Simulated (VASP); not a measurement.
Wanted: the native input for a VASP 6.6.1 run.

- Task: single point
- Functional: PBE
- Potentials or basis: VASP PAW PBE potentials, release 64 (Sn_d)
- Cutoff: 520 eV
- k mesh: 9 × 9 × 9
- Occupations: gaussian, width 0.5 eV
- Spin: no spin polarisation
- Dipole correction: no
- Further INCAR settings: ALGO = Normal; EDIFF = 1e-07; NBANDS = 21

The structure of Sn lies in POSCAR:

```
Sn
1.0
    0.0000000000      3.2333430000      3.2333430000
    3.2333430000      0.0000000000      3.2333430000
    3.2333430000      3.2333430000      0.0000000000
Sn
2
Direct
    0.0000000000      0.0000000000      0.0000000000
    0.2500000000      0.2500000000      0.2500000000
```

This isn't the form of Sn at room conditions, which is tetragonal (white tin).

One way to write it, as run:

INCAR

```
ALGO = Normal ; EDIFF = 1E-7
ENCUT = 520 ; GGA = PE
ISIF = 2 ; ISMEAR = 0
LASPH = True ; LCHARG = False
LREAL = False ; LWAVE = False
NBANDS = 21 ; NELM = 60
PREC = Accurate ; SIGMA = 0.5
```

KPOINTS

```
k-points
0
Gamma
  9 9 9
```

Potentials or basis: VASP PAW PBE potentials, release 64 (Sn_d).

Launch:

```console
$ cat potpaw_PBE.64/Sn_d/POTCAR > POTCAR
$ mpirun -np 1 vasp_std > vasp.out
```

It gave:

| Item | Value |
| --- | --- |
| Pressure | 3.8 GPa |
| Band gap on the k mesh | zero (bands 14 and 15 overlap by 0.05 eV) |

Caveat: the cell stands under pressure; so wide a smearing shifts energies and pressures; spin-orbit coupling is left out, which moves the levels of the heavy elements.

Wall time 42 s on 1 thread of Intel Xeon 8259CL, on a shared host, peak memory 0.22 GiB.
